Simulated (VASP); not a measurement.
# InGaAs2 (P-4m2) in VASP: further runs

The runs below take InGaAs2 through single point, relaxation of cell and atoms, with LDA.

Everything below comes from runs of VASP 6.6.1. Logs are shortened: lines on timing, memory, paths and dates and some standing lists are left out, and cuts for length are marked.

### 1 The cell of the first run

Symmetry: P-4m2, No. 115, tetragonal system. The conventional cell has a = 4.103 Å, b = 4.103 Å, c = 5.844 Å, α = 90.00°, β = 90.00°, γ = 90.00°. In (site symmetry -4m2) has 4 As at 2.59 Å within 3.4 Å. Ga (site symmetry -4m2) has 4 As at 2.45 Å within 3.2 Å. As (site symmetry 2mm) has 2 Ga at 2.45 Å and 2 In at 2.59 Å within 3.2 Å.

### 2 Single point, LDA

Input file INCAR:

```
  PREC = Accurate
  ENCUT = 520
  EDIFF = 1E-7
  ISMEAR = 0
  SIGMA = 0.1
  LREAL = F
  LASPH = T
  NELM = 100
  ALGO = Normal
  ISIF = 2
  LWAVE = F
  LCHARG = F
  NBANDS = 26
```

Input file KPOINTS:

```
Automatic mesh
0
Gamma
  10 10 8
```

Input file POSCAR:

```
InGaAs2
1.0
    4.1026774743      0.0000000000      0.0000000000
    0.0000000000      4.1026774743      0.0000000000
    0.0000000000      0.0000000000      5.8440390488
In Ga As
1 1 2
Direct
    0.0000000000      0.0000000000      0.5000000000
    0.5000000000      0.5000000000      0.0000000000
    0.5000000000      0.0000000000      0.7698581903
    0.0000000000      0.5000000000      0.2301418097
```

Potentials or basis: VASP PAW LDA potentials, release 64 (In_d, Ga_d, As).

Run with:

```
$ cat potpaw_LDA.64/In_d/POTCAR potpaw_LDA.64/Ga_d/POTCAR potpaw_LDA.64/As/POTCAR > POTCAR
$ mpirun -np 1 vasp_std > vasp.out
```

OUTCAR:

```text
PREC = Accurate
   ENCUT = 520
   EDIFF = 1E-7
   ISMEAR = 0
   LREAL = F
   LASPH = T
   NELM = 100
   ISIF = 2

 ion  position               nearest neighbor table
   1  0.000  0.000  0.500-   3 2.59   4 2.59   4 2.59   3 2.59
   2  0.500  0.500  0.000-   3 2.45   4 2.45   3 2.45   4 2.45
   3  0.500  0.000  0.770-   2 2.45   2 2.45   1 2.59   1 2.59
   4  0.000  0.500  0.230-   2 2.45   2 2.45   1 2.59   1 2.59

  LATTYP: Found a simple tetragonal cell.
 ALAT       =     4.1026774743
 C/A-ratio  =     1.4244451545

  Lattice vectors:

 A1 = (   4.1026774743,   0.0000000000,   0.0000000000)
 A2 = (   0.0000000000,   4.1026774743,   0.0000000000)
 A3 = (   0.0000000000,   0.0000000000,   5.8440390488)

Analysis of symmetry for initial positions (statically):
=====================================================================
 Subroutine PRICEL returns:
 Original cell was already a primitive cell.

 Routine SETGRP: Setting up the symmetry group for a
 simple tetragonal supercell.

 Subroutine GETGRP returns: Found  8 space group operations
 (whereof  8 operations were pure point group operations)
 out of a pool of 16 trial point group operations.

The static configuration has the point symmetry D_2d.

Analysis of symmetry for dynamics (positions and initial velocities):
=====================================================================
 Subroutine PRICEL returns:
 Original cell was already a primitive cell.

 Routine SETGRP: Setting up the symmetry group for a
 simple tetragonal supercell.

 Subroutine GETGRP returns: Found  8 space group operations
 (whereof  8 operations were pure point group operations)
 out of a pool of 16 trial point group operations.

The dynamic configuration has the point symmetry D_2d.

 Subroutine INISYM returns: Found  8 space group operations
 (whereof  8 operations are pure point group operations),
 and found     1 'primitive' translations

----------------------------------------------------------------------------------------

                                     Primitive cell

  volume of cell :      98.3666

  direct lattice vectors                    reciprocal lattice vectors
     4.102677474  0.000000000  0.000000000     0.243743264  0.000000000  0.000000000
     0.000000000  4.102677474  0.000000000     0.000000000  0.243743264  0.000000000
     0.000000000  0.000000000  5.844039049     0.000000000  0.000000000  0.171114531

  length of vectors
     4.102677474  4.102677474  5.844039049     0.243743264  0.243743264  0.171114531

  position of ions in fractional coordinates (direct lattice)
     0.000000000  0.000000000  0.500000000
     0.500000000  0.500000000  0.000000000
     0.500000000  0.000000000  0.769858190
     0.000000000  0.500000000  0.230141810

  ion indices of the primitive-cell ions
   primitive index   ion index
                 1           1
                 2           2
                 3           3
                 4           4

----------------------------------------------------------------------------------------

 KPOINTS: Automatic mesh

Automatic generation of k-mesh.
 Grid dimensions read from file:
 generate k-points for:   10   10    8

 Generating k-lattice:

  Cartesian coordinates                     Fractional coordinates (reciprocal lattice)
     0.024374326  0.000000000  0.000000000     0.100000000  0.000000000  0.000000000
     0.000000000  0.024374326  0.000000000     0.000000000  0.100000000  0.000000000
     0.000000000  0.000000000  0.021389316     0.000000000  0.000000000  0.125000000

  Length of vectors
     0.024374326  0.024374326  0.021389316

  Shift w.r.t. Gamma in fractional coordinates (k-lattice)
     0.000000000  0.000000000  0.000000000

 Subroutine IBZKPT returns following result:
 ===========================================

 Found    105 irreducible k-points:

 Following reciprocal coordinates:
            Coordinates               Weight
  0.000000  0.000000  0.000000      1.000000
  0.100000  0.000000  0.000000      4.000000
  0.200000  0.000000  0.000000      4.000000
  0.300000  0.000000  0.000000      4.000000
  0.400000  0.000000  0.000000      4.000000
  0.500000  0.000000  0.000000      2.000000
[... 16 lines left out ...]
  0.100000  0.000000  0.125000      8.000000
  0.200000  0.000000  0.125000      8.000000
 [... further k-points ...]
   k-points           NKPTS =    105   k-points in BZ     NKDIM =    105   number of bands    NBANDS=     26
   number of dos      NEDOS =    301   number of ions     NIONS =      4
   total plane-waves  NPLWV =  49152
   dimension x,y,z NGX =    32 NGY =   32 NGZ =   48
   dimension x,y,z NGXF=    64 NGYF=   64 NGZF=   96
   ions per type =               1   1   2
   NGX,Y,Z   is equivalent  to a cutoff of  12.97, 12.97, 13.65 a.u.
   NGXF,Y,Z  is equivalent  to a cutoff of  25.93, 25.93, 27.31 a.u.
 SYSTEM =  unknown system
   PREC   = accura    normal or accurate (medium, high low for compatibility)
   ISTART =      0    job   : 0-new  1-cont  2-samecut
   ICHARG =      2    charge: 1-file 2-atom 10-const
   ISPIN  =      1    spin polarized calculation?
   LNONCOLLINEAR =      F non collinear calculations
   LSORBIT =      F    spin-orbit coupling
   LASPH  =      T    aspherical Exc in radial PAW
   ENCUT  =  520.0 eV  38.22 Ry    6.18 a.u.   7.63  7.63 10.87*2*pi/ulx,y,z
   NELM   =    100;   NELMIN=  2; NELMDL= -5     # of ELM steps
   EDIFF  = 0.1E-06   stopping-criterion for ELM
   LREAL  =      F    real-space projection
   EDIFFG = 0.1E-05   stopping-criterion for IOM
   NSW    =      0    number of steps for IOM
   IBRION =     -1    ionic relax: 0-MD 1-quasi-New 2-CG
   NFREE  =      0    steps in history (QN), initial steepest desc. (CG)
   ISIF   =      2    stress and relaxation
   ISYM   =      2    0-nonsym 1-usesym 2-fastsym
   POTIM  = 0.5000    time-step for ionic-motion
   TEBEG  =    0.0;   TEEND  =   0.0 temperature during run
   PSTRESS=    0.0 pullay stress
   NELECT =      36.0000    total number of electrons
   NUPDOWN=      -1.0000    fix difference up-down
   EMIN   =  10.00;   EMAX   =-10.00  energy-range for DOS
   EFERMI =   0.00;   METHOD = LEGACY
   ISMEAR =     0;   SIGMA  =   0.10  broadening in eV -4-tet -1-fermi 0-gaus
   EFERMI_NEDOS =   21; number of points for ismear=-14 and -15
   IALGO  =     38    algorithm
   IMIX   =      4    mixing-type and parameters
     AMIX     =   0.40;   BMIX     =  1.00
     AMIX_MAG =   1.60;   BMIX_MAG =  1.00
  volume/ion in A,a.u.               =      24.59       165.95
  Fermi-wavevector in a.u.,A,eV,Ry     =   1.171008  2.212883 18.657108  1.371259
  Thomas-Fermi vector in A             =   2.307458
   LORBIT       =      0    0 simple, 1 ext, 2 COOP (PROOUT), +10 PAW based schemes
   GGA     = CA    functional components
   LHFCALC =     F    Hartree Fock is set to
   AEXX    =    0.0000 exact exchange contribution
   IVDW    =     0    specifies the selected vdW correction
   LEPSILON=     F    determine dielectric tensor
   LRPA    =     F    only Hartree local field effects (RPA)
 non-spin polarized calculation
 Gauss-broadening in eV      SIGMA  =   0.10
  energy-cutoff  :      520.00
  volume of cell :       98.37
 maximum number of plane-waves:      2685
 NGX is ok and might be reduce to    32
   NGX = 15   NGY = 15   NGZ = 21

 number of electron      35.9999995 magnetization

 Free energy of the ion-electron system (eV)
  ---------------------------------------------------
  ext. energy  EPLUGINS =         0.00000000
  ---------------------------------------------------
  free energy    TOTEN  =       -18.59093323 eV

  energy without entropy =      -18.59066769  energy(sigma->0) =      -18.59080046

 E-fermi :   4.4078     XC(G=0):  -9.7376

 val. band max:        4.3610927012   @ k =   0.0000   0.0000   0.0000
 cond. band min:       4.8995992185   @ k =   0.5000   0.0000   0.5000
 fundamental gap:      0.5385065173
 Fermi energy:         4.4078184028

 k-point     1 :       0.0000    0.0000    0.0000
  band No.  band energies     occupation
      1     -10.7436      2.00000
      2     -10.6662      2.00000
      3     -10.6662      2.00000
      4     -10.6291      2.00000
      5     -10.5963      2.00000
      6     -10.1834      2.00000
[... 18 lines left out ...]
     25      11.6344      0.00000
     26      13.7434      0.00000

 k-point     2 :       0.1000    0.0000    0.0000
  band No.  band energies     occupation
      1     -10.7415      2.00000
      2     -10.6698      2.00000
      3     -10.6659      2.00000
      4     -10.6279      2.00000
      5     -10.5971      2.00000
      6     -10.1789      2.00000
[... 18 lines left out ...]
     25      12.0858      0.00000
     26      13.1451      0.00000

 k-point     3 :       0.2000    0.0000    0.0000
  band No.  band energies     occupation
      1     -10.7361      2.00000
      2     -10.6790      2.00000
      3     -10.6651      2.00000
      4     -10.6249      2.00000
      5     -10.5990      2.00000
      6     -10.1686      2.00000
[... 18 lines left out ...]
     25      12.2710      0.00000
     26      12.2933      0.00000

 k-point     4 :       0.3000    0.0000    0.0000
  band No.  band energies     occupation
      1     -10.7296      2.00000
      2     -10.6901      2.00000
      3     -10.6642      2.00000
      4     -10.6213      2.00000
      5     -10.6015      2.00000
      6     -10.1609      2.00000
[... 18 lines left out ...]
     25      11.4710      0.00000
     26      11.6854      0.00000

 k-point     5 :       0.4000    0.0000    0.0000
  band No.  band energies     occupation
      1     -10.7243      2.00000
      2     -10.6991      2.00000
      3     -10.6635      2.00000
      4     -10.6184      2.00000
      5     -10.6035      2.00000
      6     -10.1624      2.00000
[... 18 lines left out ...]
     25      10.6558      0.00000
     26      10.8869      0.00000

 k-point     6 :       0.5000    0.0000    0.0000
  band No.  band energies     occupation
      1     -10.7220      2.00000
      2     -10.7028      2.00000
      3     -10.6632      2.00000
      4     -10.6173      2.00000
      5     -10.6042      2.00000
      6     -10.1652      2.00000
[... 427 lines left out ...]
 k-point    21 :       0.5000    0.5000    0.0000
  band No.  band energies     occupation
      1     -10.7288      2.00000
      2     -10.7288      2.00000
      3     -10.6402      2.00000
      4     -10.6153      2.00000
      5     -10.6138      2.00000
      6     -10.1355      2.00000
[... 18 lines left out ...]
     25      13.9314      0.00000
     26      13.9882      0.00000

 k-point    22 :       0.0000    0.0000    0.1250
  band No.  band energies     occupation
      1     -10.7429      2.00000
      2     -10.6660      2.00000
      3     -10.6660      2.00000
      4     -10.6290      2.00000
      5     -10.5963      2.00000
      6     -10.1876      2.00000
[... 18 lines left out ...]
     25      11.9466      0.00000
     26      13.0588      0.00000

 k-point    23 :       0.1000    0.0000    0.1250
  band No.  band energies     occupation
      1     -10.7409      2.00000
      2     -10.6697      2.00000
      3     -10.6657      2.00000
      4     -10.6278      2.00000
      5     -10.5971      2.00000
      6     -10.1829      2.00000
[... 18 lines left out ...]
     25      12.2820      0.00000
     26      12.6176      0.00000

 k-point    24 :       0.2000    0.0000    0.1250
  band No.  band energies     occupation
      1     -10.7357      2.00000
      2     -10.6790      2.00000
      3     -10.6651      2.00000
      4     -10.6248      2.00000
      5     -10.5991      2.00000
      6     -10.1722      2.00000
[... 18 lines left out ...]
     25      11.5832      0.00000
     26      12.0954      0.00000

 [... further k-points ...]
[... 5 lines left out ...]
  --------------------------------------------------------------------------------------
  -------------------------------------------------------------------------------------
  Total        0.1226559      0.1226559      0.1356301      0.0000000      0.0000000     -0.0000000
  in kB        1.9977960      1.9977960      2.2091182      0.0000000      0.0000000     -0.0000000
  external PRESSURE =       2.0682367 kB  Pullay stress =       0.0000000 kB

 VOLUME and BASIS-vectors are now :
 -----------------------------------------------------------------------------
  energy-cutoff  :      520.00
  volume of cell :       98.37
      direct lattice vectors                 reciprocal lattice vectors
     4.102677474  0.000000000  0.000000000     0.243743264  0.000000000  0.000000000
     0.000000000  4.102677474  0.000000000     0.000000000  0.243743264  0.000000000
     0.000000000  0.000000000  5.844039049     0.000000000  0.000000000  0.171114531

 POSITION                                       TOTAL-FORCE (eV/Angst)
 -----------------------------------------------------------------------------------
      0.00000      0.00000      2.92202         0.000000      0.000000      0.000000
      2.05134      2.05134      0.00000         0.000000     -0.000000      0.000000
      2.05134      0.00000      4.49908        -0.000000      0.000000     -0.003295
      0.00000      2.05134      1.34496        -0.000000      0.000000      0.003295
 -----------------------------------------------------------------------------------
    total drift:                                0.000000     -0.000000     -0.000000

  FREE ENERGIE OF THE ION-ELECTRON SYSTEM (eV)
  ---------------------------------------------------
  free  energy   TOTEN  =       -18.5909332294 eV

  energy  without entropy=      -18.5906676941  energy(sigma->0) =      -18.59080046
```

Run time: 6.3 min. Hardware: 1 thread of Oxide Virtual Turin-like, shared host; peak memory 0.35 GiB.

What came out:

```
Free energy            : -18.5909 eV
Pressure               : 0.2 GPa
Largest force          : 0.003 eV/Å
Band gap on the k mesh : zero (filled and empty bands touch)
```

Forces on the atoms (eV/Å):
```
In   0.000  0.000  0.000
Ga   0.000  0.000  0.000
As   0.000  0.000 -0.003
As   0.000  0.000  0.003
```

Levels at points of the mesh, in eV from the Fermi level:
| k point | band 15 | band 16 | band 17 | band 18 | band 19 | band 20 | band 21 | band 22 |
| --- | --- | --- | --- | --- | --- | --- | --- | --- |
| (0.00, 0.00, 0.00) | -2.71 | -0.25 | -0.15 | -0.05 | -0.05 | 1.37 | 1.70 | 3.69 |
| (0.50, 0.00, 0.00) | -3.44 | -3.17 | -1.58 | -0.95 | 1.97 | 3.06 | 4.76 | 4.89 |
| (0.50, 0.50, 0.00) | -2.83 | -2.67 | -2.67 | -2.49 | 1.25 | 1.25 | 1.47 | 1.84 |
| (0.00, 0.00, 0.50) | -2.04 | -2.04 | -1.35 | -1.35 | 1.76 | 1.82 | 2.71 | 3.27 |
| (0.50, 0.00, 0.50) | -1.54 | -1.22 | -1.19 | -0.85 | 0.49 | 1.00 | 4.15 | 4.53 |
| (0.50, 0.50, 0.50) | -3.50 | -3.38 | -3.31 | -3.31 | 4.23 | 4.31 | 4.31 | 4.33 |

Caveat: spin-orbit coupling is left out, which moves the levels of the heavy elements.

(Continued in part 2 of 2.)
